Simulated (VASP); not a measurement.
A run of VASP 6.6.1:

File INCAR:

```
SYSTEM = CoSi2
PREC = Accurate ; ENCUT = 520
EDIFF = 1E-6 ; ISMEAR = 0
SIGMA = 0.15 ; LREAL = .FALSE.
LASPH = .TRUE. ; NELM = 80
ALGO = Normal ; ISIF = 2
LWAVE = .FALSE. ; LCHARG = .FALSE.
GGA = PS ; NBANDS = 36
```

KPOINTS

```
Automatic mesh
0
G
  14 14 5
  0 0 0
```

POSCAR

```
CoSi2
1.0
    2.6562539695     -2.6562539695      0.0000000000
    2.6562539695      0.0000000000     -2.6562539695
    5.4568455062      5.4568455062      5.4568455062
Co Si
3 6
Direct
    1.0000000000      0.0000000000      0.9330009394
    0.3333333333      0.3333333333      0.6084845173
    0.6666666667      0.6666666667      0.2839680952
    0.6666666667      0.6666666667      0.5273554117
    1.0000000000      0.0000000000      0.2028389896
    0.3333333333      0.3333333333      0.8518718338
    0.6666666667      0.6666666667      0.0405807786
    1.0000000000      1.0000000000      0.6896136228
    0.3333333333      0.3333333333      0.3650972007
```

Potentials or basis: VASP PAW PBE potentials, release 64 (Co, Si).

Launch:

```sh
$ cat potpaw_PBE.64/Co/POTCAR potpaw_PBE.64/Si/POTCAR > POTCAR
$ mpirun -np 1 vasp_std > vasp.out
```

Hardware: 1 thread of AMD EPYC 7R13 (shared host).

**Question.** How long does it take, and how much memory?

**Answer.** Run time: 10 min on 1 thread of AMD EPYC 7R13 (shared host), peak memory 0.44 GiB. Counts: scf iterations 19, k points 104.
